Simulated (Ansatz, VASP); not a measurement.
# Pb in VASP and in Ansatz

INCAR

```
PREC = Accurate
ENCUT = 600
EDIFF = 1E-6
ISMEAR = 0
SIGMA = 0.1
LREAL = F
LASPH = T
NELM = 100
ALGO = Normal
ISIF = 3
LWAVE = F
LCHARG = F
GGA = PS
IBRION = 2
NSW = 100
EDIFFG = -0.005
```

File KPOINTS:

```
regular mesh
0
Gamma
  14 14 14
```

File POSCAR:

```
Pb
1.0
    0.0000000000      2.4750200000      2.4750200000
    2.4750200000      0.0000000000      2.4750200000
    2.4750200000      2.4750200000      0.0000000000
Pb
1
Direct
    0.0000000000      0.0000000000      0.0000000000
```

Input for Ansatz:

```yaml
crystal:
  lattice:
    - [0.0, 2.47502, 2.47502]
    - [2.47502, 0.0, 2.47502]
    - [2.47502, 2.47502, 0.0]
  atoms:
    - { symbol: Pb, position: [0.0, 0.0, 0.0] }
basis:
  ecutwfc: 420
kpoints:
  mp_grid: { grid: [14, 14, 14] }
hamiltonian:
  xc: pbesol
scf:
  occupations: { method: gaussian, width: 0.1 }
output:
  forces: true
  stress: true
  eigenvalues: true
relax:
  adjacent_minimum: "off"
  f_tol: 0.005
  max_steps: 80
  cell: { stress_tol: 0.05 }
```

Alike in both runs: task relaxation of cell and atoms; functional PBEsol; k mesh 14 × 14 × 14; occupations gaussian, width 0.1 eV; no spin polarisation.

|  | VASP | Ansatz |
| --- | --- | --- |
| version | VASP 6.6.1 | Ansatz 0.2.0 |
| potentials or method | VASP PAW PBE potentials, release 64 (Pb_d), cutoff 600 eV | scalar-relativistic, plane waves, PAW |
| valence electrons in the cell | 14 | 14 |

VASP gave:

```
gap on the k mesh at the Fermi level, each at its own relaxed structure (eV) : none
relaxed volume (Å³/atom)                                                     : 30.04
relaxed cell length with the largest relative difference (Å)                 : 3.489
```

Task: Which values does Ansatz return?

Result: gap on the k mesh at the Fermi level, each at its own relaxed structure (eV): none; relaxed volume (Å³/atom): 30.03; relaxed cell length with the largest relative difference (Å): 3.489.

VASP's potentials were made for PBE, not for PBEsol. A gap of «none» marks a metal or a gap that the smearing closes.

Neither program's run includes spin-orbit coupling.
